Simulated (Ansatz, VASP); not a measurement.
One calculation of W2S3, two programs

```
W S
1.0
     4.12534    0.00000    0.00000
    -2.06267    3.57265    0.00000
     0.00000    0.00000    5.43682
W S
2 3
Direct
  0.33333 0.66667 0.15189
  0.66667 0.33333 0.84811
  0.00000 0.00000 0.00000
  0.33333 0.66667 0.67276
  0.66667 0.33333 0.32724
```

Alike in both runs: functional PBE; k mesh 6 × 6 × 4; occupations gaussian, width 0.1 eV; no spin polarisation.

Ansatz relaxed the structure, and its values are those at the end. VASP's run is a single point on that final structure, the one shown.

|  | VASP | Ansatz |
| --- | --- | --- |
| version | VASP 6.6.1 | Ansatz 0.2.0 |
| potentials or method | VASP PAW PBE potentials, release 64 (W_sv, S), cutoff 520 eV | scalar-relativistic, plane waves, PAW |
| valence electrons in the cell | 46 | 46 |

Ansatz gave:

| Quantity | Value |
| --- | --- |
| gap on the k mesh at the Fermi level (eV) | none |
| pressure (GPa) | 0.0 |

Task: What did VASP give for the same quantities?

Result: gap on the k mesh at the Fermi level (eV): none; pressure (GPa): 0.2.

A gap of «none» marks a metal or a gap that the smearing closes.

Spin-orbit coupling is off throughout.
